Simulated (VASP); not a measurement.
# B5As2 (Amm2) in VASP: further runs

B5As2 is run at these levels: PBE; tasks: single point.

Program: VASP 6.6.1. These are calculated values, not measurements. Logs are shortened: lines on timing, memory, paths and dates and some standing lists are left out, and cuts for length are marked.

## (1) The cell of the first run

It takes space group Amm2 (No. 38, orthorhombic). The conventional cell has a = 3.316 Å, b = 11.469 Å, c = 4.391 Å, α = 90.00°, β = 90.00°, γ = 90.00°. B (site symmetry m) has 5 B at 1.65 to 1.90 Å within 2.2 Å. Within 2.3 Å of B (site symmetry mm2) lie 4 B at 1.71 to 1.73 Å. B (site symmetry m) has 4 B at 1.71 to 1.90 Å and 2 As at 2.09 Å within 2.3 Å. Within 2.8 Å of As (site symmetry m) lie 4 B at 2.09 to 2.79 Å and 2 As at 2.58 Å.

The cell was built from a structure type or drawn by symmetry, and may not be a known phase.

## (2) Single point, PBE

INCAR reads:

```
PREC     = Accurate       # precision mode
ENCUT    = 500            # plane-wave cutoff, eV
EDIFF    = 1E-6           # SCF threshold, eV
ISMEAR   = 0              # smearing method
SIGMA    = 0.1            # smearing width, eV
LREAL    = F              # projectors in reciprocal space
LASPH    = T              # aspherical terms in the spheres
NELM     = 120            # most SCF steps
ALGO     = Normal         # electronic algorithm
ISIF     = 2              # what is computed and relaxed
LWAVE    = F              # write WAVECAR
LCHARG   = F              # write CHGCAR
GGA      = PE             # functional
NBANDS   = 22             # bands
GGA_COMPAT= F
```

KPOINTS reads:

```
regular mesh
0
Gamma
  6 4 4
```

POSCAR reads:

```
B5As2
1.0
    3.3155918197      0.0000000000      0.0000000000
    0.0000000000      5.7346799805      2.1955374004
    0.0000000000     -5.7346799805      2.1955374004
B As
5 2
Direct
    0.2511337122      0.6658275696      0.6658275696
    0.7488662878      0.6658275696      0.6658275696
    0.5000000000      0.3202452764      0.3202452764
    0.5000000000      0.0733527967      0.9120284488
    0.5000000000      0.9120284488      0.0733527967
    0.0000000000      0.8178532933      0.2000248456
    0.0000000000      0.2000248456      0.8178532933
```

Potentials or basis: VASP PAW PBE potentials, release 64 (B, As).

Launch:

```console
$ cat potpaw_PBE.64/B/POTCAR potpaw_PBE.64/As/POTCAR > POTCAR
$ mpirun -np 1 vasp_std > vasp.out
```

OUTCAR:

```text
PREC = Accurate
   ENCUT = 500
   EDIFF = 1E-6
   ISMEAR = 0
   LREAL = F
   LASPH = T
   NELM = 120
   ISIF = 2
   GGA = PE

 ion  position               nearest neighbor table
   1  0.251  0.666  0.666-   2 1.65   2 1.67   3 1.73   5 1.90   4 1.90
   2  0.749  0.666  0.666-   1 1.65   1 1.67   3 1.73   4 1.90   5 1.90
   3  0.500  0.320  0.320-   4 1.71   5 1.71   1 1.73   2 1.73
   4  0.500  0.073  0.912-   3 1.71   5 1.85   1 1.90   2 1.90   7 2.09   7 2.09
   5  0.500  0.912  0.073-   3 1.71   4 1.85   1 1.90   2 1.90   6 2.09   6 2.09
   6  0.000  0.818  0.200-   5 2.09   5 2.09   7 2.58   7 2.58
   7  0.000  0.200  0.818-   4 2.09   4 2.09   6 2.58   6 2.58

  LATTYP: Found a base centered orthorhombic cell.
 ALAT       =     4.3910748008
 B/A-ratio  =     2.6119709823
 C/A-ratio  =     0.7550752310

  Lattice vectors:

 A1 = (   0.0000000000,   5.7346799805,   2.1955374004)
 A2 = (   0.0000000000,  -5.7346799805,   2.1955374004)
 A3 = (   3.3155918197,   0.0000000000,   0.0000000000)

Analysis of symmetry for initial positions (statically):
=====================================================================
 Subroutine PRICEL returns:
 Original cell was already a primitive cell.

 Routine SETGRP: Setting up the symmetry group for a
 base centered orthorhombic supercell.

 Subroutine GETGRP returns: Found  4 space group operations
 (whereof  4 operations were pure point group operations)
 out of a pool of  8 trial point group operations.

The static configuration has the point symmetry C_2v.

Analysis of symmetry for dynamics (positions and initial velocities):
=====================================================================
 Subroutine PRICEL returns:
 Original cell was already a primitive cell.

 Routine SETGRP: Setting up the symmetry group for a
 base centered orthorhombic supercell.

 Subroutine GETGRP returns: Found  4 space group operations
 (whereof  4 operations were pure point group operations)
 out of a pool of  8 trial point group operations.

The dynamic configuration has the point symmetry C_2v.

 Subroutine INISYM returns: Found  4 space group operations
 (whereof  4 operations are pure point group operations),
 and found     1 'primitive' translations

----------------------------------------------------------------------------------------

                                     Primitive cell

  volume of cell :      83.4913

  direct lattice vectors                    reciprocal lattice vectors
     3.315591820  0.000000000  0.000000000     0.301605280  0.000000000  0.000000000
     0.000000000  5.734679981  2.195537400     0.000000000  0.087188823  0.227734677
     0.000000000 -5.734679981  2.195537400     0.000000000 -0.087188823  0.227734677

  length of vectors
     3.315591820  6.140597606  6.140597606     0.301605280  0.243854411  0.243854411

  position of ions in fractional coordinates (direct lattice)
     0.251133712  0.665827570  0.665827570
     0.748866288  0.665827570  0.665827570
     0.500000000  0.320245276  0.320245276
     0.500000000  0.073352797  0.912028449
     0.500000000  0.912028449  0.073352797
     0.000000000  0.817853293  0.200024846
     0.000000000  0.200024846  0.817853293

  ion indices of the primitive-cell ions
   primitive index   ion index
                 1           1
                 2           2
                 3           3
                 4           4
                 5           5
                 6           6
                 7           7

----------------------------------------------------------------------------------------

 KPOINTS: regular mesh

Automatic generation of k-mesh.
 Grid dimensions read from file:
 generate k-points for:    6    4    4

 Generating k-lattice:

  Cartesian coordinates                     Fractional coordinates (reciprocal lattice)
     0.050267547  0.000000000  0.000000000     0.166666667  0.000000000  0.000000000
     0.000000000  0.021797206  0.056933669     0.000000000  0.250000000  0.000000000
     0.000000000 -0.021797206  0.056933669     0.000000000  0.000000000  0.250000000

  Length of vectors
     0.050267547  0.060963603  0.060963603

  Shift w.r.t. Gamma in fractional coordinates (k-lattice)
     0.000000000  0.000000000  0.000000000

 Subroutine IBZKPT returns following result:
 ===========================================

 Found     28 irreducible k-points:

 Following reciprocal coordinates:
            Coordinates               Weight
  0.000000  0.000000  0.000000      1.000000
  0.166667  0.000000  0.000000      2.000000
  0.333333  0.000000  0.000000      2.000000
  0.500000  0.000000  0.000000      1.000000
  0.000000  0.250000  0.000000      4.000000
  0.166667  0.250000  0.000000      8.000000
[... 16 lines left out ...]
  0.333333 -0.250000  0.250000      4.000000
  0.500000 -0.250000  0.250000      2.000000
 [... further k-points ...]
   k-points           NKPTS =     28   k-points in BZ     NKDIM =     28   number of bands    NBANDS=     22
   number of dos      NEDOS =    301   number of ions     NIONS =      7
   total plane-waves  NPLWV =  55296
   dimension x,y,z NGX =    24 NGY =   48 NGZ =   48
   dimension x,y,z NGXF=    48 NGYF=   96 NGZF=   96
   ions per type =               5   2
   NGX,Y,Z   is equivalent  to a cutoff of  12.03, 13.00, 13.00 a.u.
   NGXF,Y,Z  is equivalent  to a cutoff of  24.07, 25.99, 25.99 a.u.
 SYSTEM =  unknown system
   PREC   = accura    normal or accurate (medium, high low for compatibility)
   ISTART =      0    job   : 0-new  1-cont  2-samecut
   ICHARG =      2    charge: 1-file 2-atom 10-const
   ISPIN  =      1    spin polarized calculation?
   LNONCOLLINEAR =      F non collinear calculations
   LSORBIT =      F    spin-orbit coupling
   LASPH  =      T    aspherical Exc in radial PAW
   ENCUT  =  500.0 eV  36.75 Ry    6.06 a.u.   6.05 11.20 11.20*2*pi/ulx,y,z
   NELM   =    120;   NELMIN=  2; NELMDL= -5     # of ELM steps
   EDIFF  = 0.1E-05   stopping-criterion for ELM
   LREAL  =      F    real-space projection
   EDIFFG = 0.1E-04   stopping-criterion for IOM
   NSW    =      0    number of steps for IOM
   IBRION =     -1    ionic relax: 0-MD 1-quasi-New 2-CG
   NFREE  =      0    steps in history (QN), initial steepest desc. (CG)
   ISIF   =      2    stress and relaxation
   ISYM   =      2    0-nonsym 1-usesym 2-fastsym
   POTIM  = 0.5000    time-step for ionic-motion
   TEBEG  =    0.0;   TEEND  =   0.0 temperature during run
   PSTRESS=    0.0 pullay stress
   NELECT =      25.0000    total number of electrons
   NUPDOWN=      -1.0000    fix difference up-down
   EMIN   =  10.00;   EMAX   =-10.00  energy-range for DOS
   EFERMI =   0.00;   METHOD = LEGACY
   ISMEAR =     0;   SIGMA  =   0.10  broadening in eV -4-tet -1-fermi 0-gaus
   EFERMI_NEDOS =   21; number of points for ismear=-14 and -15
   IALGO  =     38    algorithm
   IMIX   =      4    mixing-type and parameters
     AMIX     =   0.40;   BMIX     =  1.00
     AMIX_MAG =   1.60;   BMIX_MAG =  1.00
  volume/ion in A,a.u.               =      11.93        80.49
  Fermi-wavevector in a.u.,A,eV,Ry     =   1.095236  2.069696 16.320766  1.199542
  Thomas-Fermi vector in A             =   2.231556
   LORBIT       =      0    0 simple, 1 ext, 2 COOP (PROOUT), +10 PAW based schemes
   GGA     = PE    functional components
   LHFCALC =     F    Hartree Fock is set to
   AEXX    =    0.0000 exact exchange contribution
   IVDW    =     0    specifies the selected vdW correction
   LEPSILON=     F    determine dielectric tensor
   LRPA    =     F    only Hartree local field effects (RPA)
 non-spin polarized calculation
 Gauss-broadening in eV      SIGMA  =   0.10
  energy-cutoff  :      500.00
  volume of cell :       83.49
 maximum number of plane-waves:      2135
   NGX = 13   NGY = 23   NGZ = 23

 number of electron      24.9999999 magnetization

 Free energy of the ion-electron system (eV)
  ---------------------------------------------------
  ext. energy  EPLUGINS =         0.00000000
  ---------------------------------------------------
  free energy    TOTEN  =       -39.85211354 eV

  energy without entropy =      -39.83513700  energy(sigma->0) =      -39.84362527

 E-fermi :   5.7106     XC(G=0): -10.4567

 val. band max:        5.6818921154   @ k =   0.3333   0.2500   0.0000
 cond. band min:       5.7375336260   @ k =   0.0000  -0.2500   0.2500
 fundamental gap:      0.0556415106
 Fermi energy:         5.7106299815

 k-point     1 :       0.0000    0.0000    0.0000
  band No.  band energies     occupation
      1     -10.0251      2.00000
      2      -6.9415      2.00000
      3      -6.3664      2.00000
      4      -3.2664      2.00000
      5      -2.2524      2.00000
      6      -0.1305      2.00000
[... 14 lines left out ...]
     21      12.6743      0.00000
     22      13.2422      0.00000

 k-point     2 :       0.1667    0.0000    0.0000
  band No.  band energies     occupation
      1      -9.7379      2.00000
      2      -6.8267      2.00000
      3      -6.0487      2.00000
      4      -3.0994      2.00000
      5      -2.0416      2.00000
      6      -1.3374      2.00000
[... 14 lines left out ...]
     21      12.2484      0.00000
     22      13.7033      0.00000

 k-point     3 :       0.3333    0.0000    0.0000
  band No.  band energies     occupation
      1      -8.9145      2.00000
      2      -6.8435      2.00000
      3      -5.1468      2.00000
      4      -3.0342      2.00000
      5      -2.5511      2.00000
      6      -1.4500      2.00000
[... 14 lines left out ...]
     21      12.7869      0.00000
     22      13.0624      0.00000
[... 476 lines left out ...]
 k-point    23 :       0.3333   -0.2500    0.2500
  band No.  band energies     occupation
      1      -8.7338      2.00000
      2      -7.2767      2.00000
      3      -5.0463      2.00000
      4      -2.9613      2.00000
      5      -2.1250      2.00000
      6      -1.5662      2.00000
[... 14 lines left out ...]
     21      12.5288      0.00000
     22      13.4416      0.00000

 k-point    24 :       0.5000   -0.2500    0.2500
  band No.  band energies     occupation
      1      -7.7904      2.00000
      2      -7.4899      2.00000
      3      -5.1205      2.00000
      4      -2.8953      2.00000
      5      -2.5558      2.00000
      6      -2.0710      2.00000
[... 14 lines left out ...]
     21      13.3768      0.00000
     22      14.1109      0.00000

 [... further k-points ...]

------------------------ aborting loop because EDIFF is reached ----------------------------------------

  FORCE on cell =-STRESS in cart. coord.  units (eV):
  Direction    XX          YY          ZZ          XY          YZ          ZX
  --------------------------------------------------------------------------------------
  -------------------------------------------------------------------------------------
  Total        0.0096815      2.1260259      0.5017589      0.0000000      0.0000000      0.0000000
  in kB        0.1857862     40.7979223      9.6286320      0.0000000      0.0000000      0.0000000
  external PRESSURE =      16.8707802 kB  Pullay stress =       0.0000000 kB

 VOLUME and BASIS-vectors are now :
 -----------------------------------------------------------------------------
  energy-cutoff  :      500.00
  volume of cell :       83.49
      direct lattice vectors                 reciprocal lattice vectors
     3.315591820  0.000000000  0.000000000     0.301605280  0.000000000  0.000000000
     0.000000000  5.734679981  2.195537400     0.000000000  0.087188823  0.227734677
     0.000000000 -5.734679981  2.195537400     0.000000000 -0.087188823  0.227734677

 POSITION                                       TOTAL-FORCE (eV/Angst)
 -----------------------------------------------------------------------------------
      0.83266      0.00000      2.92370         0.090006      0.000000     -0.017319
      2.48293      0.00000      2.92370        -0.090006      0.000000     -0.017319
      1.65780      0.00000      1.40622         0.000000      0.000000     -0.047997
      1.65780     -4.80954      2.16344         0.000000      0.132722      0.046516
      1.65780      4.80954      2.16344         0.000000     -0.132722      0.046516
      0.00000      3.54305      2.23479         0.000000     -0.021514     -0.005198
      0.00000     -3.54305      2.23479         0.000000      0.021514     -0.005198
 -----------------------------------------------------------------------------------
    total drift:                                0.000000     -0.000000      0.000123

  FREE ENERGIE OF THE ION-ELECTRON SYSTEM (eV)
  ---------------------------------------------------
  free  energy   TOTEN  =       -39.8521135350 eV

  energy  without entropy=      -39.8351369967  energy(sigma->0) =      -39.84362527
```

It took 65 s on 1 thread of Intel Xeon 8259CL, shared host; peak memory 0.24 GiB.

Results:

```yaml
Free_energy: -39.8521 eV
Pressure: 1.7 GPa
Largest_force: 0.141 eV/Å
Band_gap_on_the_k_mesh: zero (an odd number of electrons rules out a gap without spin polarisation)
```

Forces in eV/Å, atoms in the order of the input:
```
B    0.090  0.000 -0.017
B   -0.090  0.000 -0.017
B    0.000  0.000 -0.048
B    0.000  0.133  0.047
B    0.000 -0.133  0.047
As   0.000 -0.022 -0.005
As   0.000  0.022 -0.005
```

Stress tensor (GPa, compression positive):
```
0.02 0.00 0.00
0.00 4.08 0.00
0.00 0.00 0.96
```

Caveat: the k points lie up to 0.38 Å⁻¹ apart, too coarse for converged energies and pressures of a metal.

## (3) Single point, PBE

This run uses another cell than the first one, of 12.38 Å³/atom.

INCAR reads:

```
SYSTEM = B5As2
PREC = Accurate ; ENCUT = 500
EDIFF = 1E-6 ; ISMEAR = 0
SIGMA = 0.1 ; LREAL = .FALSE.
LASPH = .TRUE. ; NELM = 120
ALGO = Normal ; ISIF = 2
LWAVE = .FALSE. ; LCHARG = .FALSE.
GGA = PE ; NBANDS = 22
GGA_COMPAT = .FALSE.
```

KPOINTS reads:

```
regular mesh
0
G
  6 4 4
  0 0 0
```

POSCAR reads:

```
B5As2
1.0
    3.2679831566      0.0000000000      0.0000000000
    0.0000000000      6.1847591824      2.1443718451
    0.0000000000     -6.1847591824      2.1443718451
B As
5 2
Direct
    0.2577278577      0.6807248136      0.6807248136
    0.7422721423      0.6807248136      0.6807248136
    0.5000000000      0.3019963795      0.3019963795
    0.5000000000      0.0817732481      0.9073268896
    0.5000000000      0.9073268896      0.0817732481
    0.0000000000      0.8100593204      0.1925543352
    0.0000000000      0.1925543352      0.8100593204
```

Potentials or basis: VASP PAW PBE potentials, release 64 (B, As).

Launch:

```console
$ cat potpaw_PBE.64/B/POTCAR potpaw_PBE.64/As/POTCAR > POTCAR
$ mpirun -np 1 vasp_std > vasp.out
```

Run time: 84 s. Hardware: 1 thread of Intel Xeon 8259CL, shared host; peak memory 0.24 GiB.

It converged, with:

* Free energy: -40.0153 eV
* Pressure: 0.3 GPa
* Largest force: 0.039 eV/Å
* Band gap on the k mesh: zero (an odd number of electrons rules out a gap without spin polarisation)

Forces on the atoms (eV/Å):
```
B   -0.036  0.000 -0.015
B    0.036  0.000 -0.015
B    0.000  0.000  0.006
B    0.000 -0.010  0.006
B    0.000  0.010  0.006
As   0.000  0.009  0.006
As   0.000 -0.009  0.006
```

Stress tensor (GPa, compression positive):
```
 0.32  0.00  0.00
 0.00  0.50  0.00
 0.00  0.00 -0.02
```

Levels at points of the mesh, in eV from the Fermi level:
| k point | band 9 | band 10 | band 11 | band 12 | band 13 | band 14 | band 15 | band 16 | band 17 | band 18 |
| --- | --- | --- | --- | --- | --- | --- | --- | --- | --- | --- |
| (0.00, 0.00, 0.00) | -3.11 | -2.90 | -1.00 | -0.72 | 0.82 | 1.31 | 2.15 | 3.04 | 3.32 | 3.66 |
| (0.50, 0.00, 0.00) | -3.36 | -3.28 | -1.78 | -1.55 | -1.23 | -1.07 | 2.85 | 3.28 | 3.36 | 4.01 |
| (0.00, 0.50, 0.00) | -2.78 | -2.66 | -1.36 | -0.43 | 1.22 | 3.01 | 3.29 | 3.47 | 4.08 | 4.21 |
| (0.50, 0.50, 0.00) | -4.28 | -3.58 | -1.90 | -1.75 | -0.74 | 1.09 | 2.54 | 3.36 | 3.73 | 4.98 |
| (0.00, 0.50, 0.50) | -3.13 | -2.69 | -1.96 | -1.10 | -1.03 | 1.99 | 3.34 | 4.25 | 4.32 | 4.79 |
| (0.50, 0.50, 0.50) | -4.08 | -3.34 | -2.47 | -1.38 | -1.23 | -0.40 | 1.18 | 1.92 | 3.28 | 3.72 |

Caveat: the k points lie up to 0.39 Å⁻¹ apart, too coarse for converged energies and pressures of a metal.
